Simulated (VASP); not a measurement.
Na5Li3S4, 96 atoms in the cell. The typed cell holds 96 atoms: a = 12.502 Å, b = 12.502 Å, c = 12.502 Å, α = 90.00°, β = 90.00°, γ = 90.00°. 

```yaml
Program: VASP 6.6.1
Task: single point
Functional: PBEsol
Potentials_or_basis: VASP PAW PBE potentials, release 64 (Li_sv, Na_pv, S)
Cutoff: 880 eV
k_mesh: 1 × 1 × 1, shifted
Occupations: fermi-dirac, width 0.05 eV
Spin: no spin polarisation
Dipole_correction: no
Further_INCAR_settings: LREAL = Auto; ALGO = Normal; EDIFF = 1e-06; NBANDS = 326; ISYM = -1
```

Potentials or basis: VASP PAW PBE potentials, release 64 (Li_sv, Na_pv, S).

Run with:

```bash
$ cat potpaw_PBE.64/Li_sv/POTCAR potpaw_PBE.64/Na_pv/POTCAR potpaw_PBE.64/S/POTCAR > POTCAR
$ mpirun -np 4 vasp_std > vasp.out
```

Hardware: 4 MPI ranks on AMD EPYC 7R43 64-Core Processor (Zen 3) (shared host).

Problem. Estimate the wall time of this run.

Solution. Run time: 20 min on 4 MPI ranks on AMD EPYC 7R43 64-Core Processor (Zen 3), on a shared host, peak memory 1.4 GiB a rank. Counts: scf iterations 20, k points 1.
